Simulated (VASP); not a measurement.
# ZnS (Sphalerite) (I-4m2) in VASP: relaxation of the atoms with PBE

Aim: the relaxation of the atoms of ZnS (Sphalerite) with PBE.

Everything below comes from runs of VASP 6.6.1. Logs are shortened: lines on timing, memory, paths and dates and some standing lists are left out, and cuts for length are marked.

## (1) The cell of the first run

Symmetry: I-4m2, No. 119, tetragonal system. The conventional cell has a = 3.829 Å, b = 3.829 Å, c = 5.523 Å, α = 90.00°, β = 90.00°, γ = 90.00°. Zn (site symmetry -4m2) has 4 S at 2.36 Å within 3.1 Å. S (site symmetry -4m2) has 4 Zn at 2.36 Å within 3.1 Å.

## (2) Relaxation of the atoms, PBE (z stretched by +2 %)

File INCAR:

```
SYSTEM = ZnS
PREC = Accurate
ENCUT = 520
EDIFF = 1E-6
ISMEAR = -1
SIGMA = 0.02
LREAL = .FALSE.
LASPH = .TRUE.
NELM = 60
ALGO = Normal
ISIF = 2
LWAVE = .FALSE.
LCHARG = .FALSE.
GGA = PE
IBRION = 2
NSW = 80
EDIFFG = -0.02
```

File KPOINTS:

```
Automatic mesh
0
G
  14 14 14
  0 0 0
```

File POSCAR:

```
ZnS
1.0
    0.0000000000      2.7072500000      2.7613950000
    2.7072500000      0.0000000000      2.7613950000
    2.7072500000      2.7072500000      0.0000000000
Zn S
1 1
Direct
    0.0000000000      0.0000000000      0.0000000000
    0.2500000000      0.2500000000      0.2500000000
```

Potentials or basis: VASP PAW PBE potentials, release 64 (Zn, S).

On the command line:

```bash
$ cat potpaw_PBE.64/Zn/POTCAR potpaw_PBE.64/S/POTCAR > POTCAR
$ mpirun -np 1 vasp_std > vasp.out
```

OUTCAR:

```text
SYSTEM = ZnS
   PREC = Accurate
   ENCUT = 520
   EDIFF = 1E-6
   ISMEAR = -1
   LREAL = .FALSE.
   LASPH = .TRUE.
   NELM = 60
   ISIF = 2
   GGA = PE
   IBRION = 2
   NSW = 80
   EDIFFG = -0.02

 ion  position               nearest neighbor table
   1  0.000  0.000  0.000-   2 2.36   2 2.36   2 2.36   2 2.36
   2  0.250  0.250  0.250-   1 2.36   1 2.36   1 2.36   1 2.36

  LATTYP: Found a body centered tetragonal cell.
 ALAT       =     3.8286296667
 C/A-ratio  =     1.4424978336

  Lattice vectors:

 A1 = (  -2.7072500000,   0.0000000000,   2.7613950000)
 A2 = (   2.7072500000,   0.0000000000,   2.7613950000)
 A3 = (   0.0000000000,   2.7072500000,  -2.7613950000)

Analysis of symmetry for initial positions (statically):
=====================================================================
 Subroutine PRICEL returns:
 Original cell was already a primitive cell.

 Routine SETGRP: Setting up the symmetry group for a
 body centered tetragonal supercell.

 Subroutine GETGRP returns: Found  8 space group operations
 (whereof  8 operations were pure point group operations)
 out of a pool of 16 trial point group operations.

The static configuration has the point symmetry D_2d.

Analysis of symmetry for dynamics (positions and initial velocities):
=====================================================================
 Subroutine PRICEL returns:
 Original cell was already a primitive cell.

 Routine SETGRP: Setting up the symmetry group for a
 body centered tetragonal supercell.

 Subroutine GETGRP returns: Found  8 space group operations
 (whereof  8 operations were pure point group operations)
 out of a pool of 16 trial point group operations.

The dynamic configuration has the point symmetry D_2d.

 Subroutine INISYM returns: Found  8 space group operations
 (whereof  8 operations are pure point group operations),
 and found     1 'primitive' translations

----------------------------------------------------------------------------------------

                                     Primitive cell

  volume of cell :      40.4776

  direct lattice vectors                    reciprocal lattice vectors
     0.000000000  2.707250000  2.761395000    -0.184689260  0.184689260  0.181067902
     2.707250000  0.000000000  2.761395000     0.184689260 -0.184689260  0.181067902
     2.707250000  2.707250000  0.000000000     0.184689260  0.184689260 -0.181067902

  length of vectors
     3.867105495  3.867105495  3.828629667     0.317814145  0.317814145  0.317814145

  position of ions in fractional coordinates (direct lattice)
     0.000000000  0.000000000  0.000000000
     0.250000000  0.250000000  0.250000000

  ion indices of the primitive-cell ions
   primitive index   ion index
                 1           1
                 2           2

----------------------------------------------------------------------------------------

 KPOINTS: Automatic mesh

Automatic generation of k-mesh.
 Grid dimensions read from file:
 generate k-points for:   14   14   14

 Generating k-lattice:

  Cartesian coordinates                     Fractional coordinates (reciprocal lattice)
    -0.013192090  0.013192090  0.012933422     0.071428571  0.000000000  0.000000000
     0.013192090 -0.013192090  0.012933422     0.000000000  0.071428571  0.000000000
     0.013192090  0.013192090 -0.012933422     0.000000000  0.000000000  0.071428571

  Length of vectors
     0.022701010  0.022701010  0.022701010

  Shift w.r.t. Gamma in fractional coordinates (k-lattice)
     0.000000000  0.000000000  0.000000000

 Subroutine IBZKPT returns following result:
 ===========================================

 Found    244 irreducible k-points:

 Following reciprocal coordinates:
            Coordinates               Weight
  0.000000  0.000000  0.000000      1.000000
  0.071429 -0.000000  0.000000      8.000000
  0.142857  0.000000  0.000000      8.000000
  0.214286 -0.000000  0.000000      8.000000
  0.285714 -0.000000  0.000000      8.000000
  0.357143 -0.000000  0.000000      8.000000
[... 16 lines left out ...]
  0.214286  0.142857  0.000000      8.000000
  0.285714  0.142857  0.000000      8.000000
 [... further k-points ...]
   k-points           NKPTS =    244   k-points in BZ     NKDIM =    244   number of bands    NBANDS=     13
   number of dos      NEDOS =    301   number of ions     NIONS =      2
   total plane-waves  NPLWV =  25200
   dimension x,y,z NGX =    30 NGY =   30 NGZ =   28
   dimension x,y,z NGXF=    60 NGYF=   60 NGZF=   56
   ions per type =               1   1
   NGX,Y,Z   is equivalent  to a cutoff of  12.90, 12.90, 12.16 a.u.
   NGXF,Y,Z  is equivalent  to a cutoff of  25.79, 25.79, 24.32 a.u.
 SYSTEM =  ZnS
   PREC   = accura    normal or accurate (medium, high low for compatibility)
   ISTART =      0    job   : 0-new  1-cont  2-samecut
   ICHARG =      2    charge: 1-file 2-atom 10-const
   ISPIN  =      1    spin polarized calculation?
   LNONCOLLINEAR =      F non collinear calculations
   LSORBIT =      F    spin-orbit coupling
   LASPH  =      T    aspherical Exc in radial PAW
   ENCUT  =  520.0 eV  38.22 Ry    6.18 a.u.   7.19  7.19  7.12*2*pi/ulx,y,z
   NELM   =     60;   NELMIN=  2; NELMDL= -5     # of ELM steps
   EDIFF  = 0.1E-05   stopping-criterion for ELM
   LREAL  =      F    real-space projection
   EDIFFG = -.2E-01   stopping-criterion for IOM
   NSW    =     80    number of steps for IOM
   IBRION =      2    ionic relax: 0-MD 1-quasi-New 2-CG
   NFREE  =      1    steps in history (QN), initial steepest desc. (CG)
   ISIF   =      2    stress and relaxation
   ISYM   =      2    0-nonsym 1-usesym 2-fastsym
   POTIM  = 0.5000    time-step for ionic-motion
   TEBEG  =    0.0;   TEEND  =   0.0 temperature during run
   PSTRESS=    0.0 pullay stress
   NELECT =      18.0000    total number of electrons
   NUPDOWN=      -1.0000    fix difference up-down
   EMIN   =  10.00;   EMAX   =-10.00  energy-range for DOS
   EFERMI =   0.00;   METHOD = LEGACY
   ISMEAR =    -1;   SIGMA  =   0.02  broadening in eV -4-tet -1-fermi 0-gaus
   EFERMI_NEDOS =   21; number of points for ismear=-14 and -15
   IALGO  =     38    algorithm
   IMIX   =      4    mixing-type and parameters
     AMIX     =   0.40;   BMIX     =  1.00
     AMIX_MAG =   1.60;   BMIX_MAG =  1.00
  volume/ion in A,a.u.               =      20.24       136.58
  Fermi-wavevector in a.u.,A,eV,Ry     =   1.249570  2.361345 21.244479  1.561425
  Thomas-Fermi vector in A             =   2.383604
   LORBIT       =      0    0 simple, 1 ext, 2 COOP (PROOUT), +10 PAW based schemes
   GGA     = PE    functional components
   LHFCALC =     F    Hartree Fock is set to
   AEXX    =    0.0000 exact exchange contribution
   IVDW    =     0    specifies the selected vdW correction
   LEPSILON=     F    determine dielectric tensor
   LRPA    =     F    only Hartree local field effects (RPA)
 conjugate gradient relaxation of ions
 non-spin polarized calculation
  energy-cutoff  :      520.00
  volume of cell :       40.48
 maximum number of plane-waves:      1106
 NGX is ok and might be reduce to    30
   NGX = 15   NGY = 15   NGZ = 15

 number of electron      17.9999999 magnetization

 Free energy of the ion-electron system (eV)
  ---------------------------------------------------
  ext. energy  EPLUGINS =         0.00000000
  ---------------------------------------------------
  free energy    TOTEN  =        -6.85128522 eV

  energy without entropy =       -6.85128522  energy(sigma->0) =       -6.85128522

 E-fermi :   2.2987     XC(G=0):  -9.5104

 val. band max:        1.8941197114   @ k =   0.0000   0.0000   0.0000
 cond. band min:       3.8722274270   @ k =   0.0000   0.0000   0.0000
 fundamental gap:      1.9781077156
 Fermi energy:         2.2987170240

 k-point     1 :       0.0000    0.0000    0.0000
  band No.  band energies     occupation
      1     -11.0932      2.00000
      2      -4.3765      2.00000
      3      -4.3648      2.00000
      4      -4.3648      2.00000
      5      -3.9034      2.00000
      6      -3.8986      2.00000
      7       1.8236      2.00000
      8       1.8941      2.00000
      9       1.8941      2.00000
     10       3.8722      0.00000
     11       8.2864      0.00000
     12       8.2864      0.00000
     13       8.2866      0.00000

 k-point     2 :       0.0714   -0.0000    0.0000
  band No.  band energies     occupation
      1     -11.0560      2.00000
      2      -4.3728      2.00000
      3      -4.3615      2.00000
      4      -4.3578      2.00000
      5      -3.9038      2.00000
      6      -3.8995      2.00000
      7       1.4181      2.00000
      8       1.7991      2.00000
      9       1.8473      2.00000
     10       4.2409      0.00000
     11       8.2178      0.00000
     12       8.3755      0.00000
     13       8.3759      0.00000

 k-point     3 :       0.1429    0.0000    0.0000
  band No.  band energies     occupation
      1     -10.9489      2.00000
      2      -4.3647      2.00000
      3      -4.3460      2.00000
      4      -4.3389      2.00000
      5      -3.9042      2.00000
      6      -3.9011      2.00000
      7       0.5354      2.00000
      8       1.6622      2.00000
      9       1.7216      2.00000
     10       4.8344      0.00000
     11       8.1805      0.00000
     12       8.5893      0.00000
     13       8.6021      0.00000
[... 305 lines left out ...]
 k-point    23 :       0.2143    0.1429    0.0000
  band No.  band energies     occupation
      1     -10.7857      2.00000
      2      -4.3936      2.00000
      3      -4.2894      2.00000
      4      -4.2889      2.00000
      5      -3.9292      2.00000
      6      -3.8810      2.00000
      7      -0.0588      2.00000
      8       1.1995      2.00000
      9       1.2150      2.00000
     10       5.7215      0.00000
     11       7.2684      0.00000
     12       9.3308      0.00000
     13       9.4355      0.00000

 k-point    24 :       0.2857    0.1429    0.0000
  band No.  band energies     occupation
      1     -10.6206      2.00000
      2      -4.3688      2.00000
      3      -4.2596      2.00000
      4      -4.2557      2.00000
      5      -3.9269      2.00000
      6      -3.8759      2.00000
      7      -0.8355      2.00000
      8       0.9774      2.00000
      9       1.0080      2.00000
     10       6.0076      0.00000
     11       7.4537      0.00000
     12       9.2862      0.00000
     13       9.7058      0.00000

 [... further k-points ...]
[... 5 lines left out ...]
  --------------------------------------------------------------------------------------
  -------------------------------------------------------------------------------------
  Total        0.0387579      0.0387579     -0.1731618      0.0000000     -0.0000000     -0.0000000
  in kB        1.5341074      1.5341074     -6.8540524      0.0000000     -0.0000000     -0.0000000
  external PRESSURE =      -1.2619459 kB  Pullay stress =       0.0000000 kB

 VOLUME and BASIS-vectors are now :
 -----------------------------------------------------------------------------
  energy-cutoff  :      520.00
  volume of cell :       40.48
      direct lattice vectors                 reciprocal lattice vectors
     0.000000000  2.707250000  2.761395000    -0.184689260  0.184689260  0.181067902
     2.707250000  0.000000000  2.761395000     0.184689260 -0.184689260  0.181067902
     2.707250000  2.707250000  0.000000000     0.184689260  0.184689260 -0.181067902

 POSITION                                       TOTAL-FORCE (eV/Angst)
 -----------------------------------------------------------------------------------
      0.00000      0.00000      0.00000        -0.000000     -0.000000     -0.000000
      1.35363      1.35363      1.38070         0.000000      0.000000      0.000000
 -----------------------------------------------------------------------------------
    total drift:                                0.000004      0.000004      0.000018

  FREE ENERGIE OF THE ION-ELECTRON SYSTEM (eV)
  ---------------------------------------------------
  free  energy   TOTEN  =        -6.8512852159 eV

  energy  without entropy=       -6.8512852159  energy(sigma->0) =       -6.85128522

 reached required accuracy - stopping structural energy minimisation
```

It took 4.7 min on 1 thread of Oxide Virtual Turin-like, shared host; peak memory 0.24 GiB.

Results:

- Free energy: -6.8513 eV
- Pressure after relaxing: -0.1 GPa
- Band gap on the k mesh: 1.98 eV, direct

Final structure:
```
Zn S
1.0
     0.00000    2.70725    2.76139
     2.70725    0.00000    2.76139
     2.70725    2.70725    0.00000
Zn S
1 1
Direct
  0.00000 0.00000 0.00000
  0.25000 0.25000 0.25000
```

Caveat: the cell differs from its parent crystal (z stretched by +2 %); the relaxation stopped at its first step, so nothing moved. A k mesh can miss the band edges.
